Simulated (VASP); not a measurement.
Here is a VASP 6.6.1 calculation.

The input INCAR:

```
SYSTEM = C
PREC     = Accurate       ! precision mode
ENCUT    = 520            ! plane-wave cutoff, eV
EDIFF    = 1E-7           ! SCF threshold, eV
ISMEAR   = 0              ! smearing method
SIGMA    = 0.1            ! smearing width, eV
LREAL    = .False.        ! projectors in reciprocal space
LASPH    = .True.         ! aspherical terms in the spheres
NELM     = 80             ! most SCF steps
ALGO     = Normal         ! electronic algorithm
ISIF     = 2              ! what is computed and relaxed
LWAVE    = .False.        ! write WAVECAR
LCHARG   = .False.        ! write CHGCAR
GGA      = PE             ! functional
NBANDS   = 13             ! bands
```

File KPOINTS:

```
Automatic mesh
0
Gamma
  8 8 8
  0 0 0
```

POSCAR

```
C
1.0
    0.0000000000      2.1665664221      2.1665664221
    2.1665664221      0.0000000000      2.1665664221
    2.1665664221      2.1665664221      0.0000000000
C
3
Direct
    0.5000000000      0.5000000000      0.5000000000
    0.7500000000      0.7500000000      0.7500000000
    0.2500000000      0.2500000000      0.2500000000
```

Potentials or basis: VASP PAW PBE potentials, release 64 (C).

Run with:

```console
$ cat potpaw_PBE.64/C/POTCAR > POTCAR
$ mpirun -np 1 vasp_std > vasp.out
```

What does it give for the band gap on the k mesh?

Zero (band 6 reaches 10.47 eV, above the bottom of band 7 at 6.02 eV).

What does it give for the pressure?

0.1 GPa.
